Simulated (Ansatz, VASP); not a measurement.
## HfC5: VASP beside Ansatz

```
Hf C
1.0
     4.62322    0.00000    0.00000
    -2.31161    4.00383    0.00000
     0.00000    0.00000    2.56049
Hf C
1 5
Direct
  0.00000 0.00000 0.00000
  0.50000 0.00000 0.50000
  0.50000 0.50000 0.50000
  0.00000 0.50000 0.50000
  0.66667 0.33333 0.00000
  0.33333 0.66667 0.00000
```

Alike in both runs: functional PBE; k mesh 4 × 4 × 4; occupations gaussian, width 0.2 eV; no spin polarisation.

Ansatz relaxed the structure, and its values are those at the end. VASP's run is a single point on that final structure, the one shown.

|  | VASP | Ansatz |
| --- | --- | --- |
| version | VASP 6.6.1 | Ansatz 0.2.0 |
| potentials or method | VASP PAW PBE potentials, release 64 (Hf_pv, C), cutoff 600 eV | scalar-relativistic, plane waves, PAW |
| valence electrons in the cell | 30 | 46 |

|  | VASP | Ansatz | Ansatz less VASP |
| --- | --- | --- | --- |
| gap on the k mesh at the Fermi level (eV) | none | none | - |
| pressure (GPa) | -1.7 | -0.3 | +1.34 |

A gap of «none» marks a metal or a gap that the smearing closes. With one functional, cell and mesh, what is left measures potentials, basis and numerics. VASP's potentials hold 30 valence electrons a cell and Ansatz's 46, so a difference there can come from the potentials and not from the codes.

The k mesh is coarse, so the values compare programs but aren't converged. Neither program's run includes spin-orbit coupling.
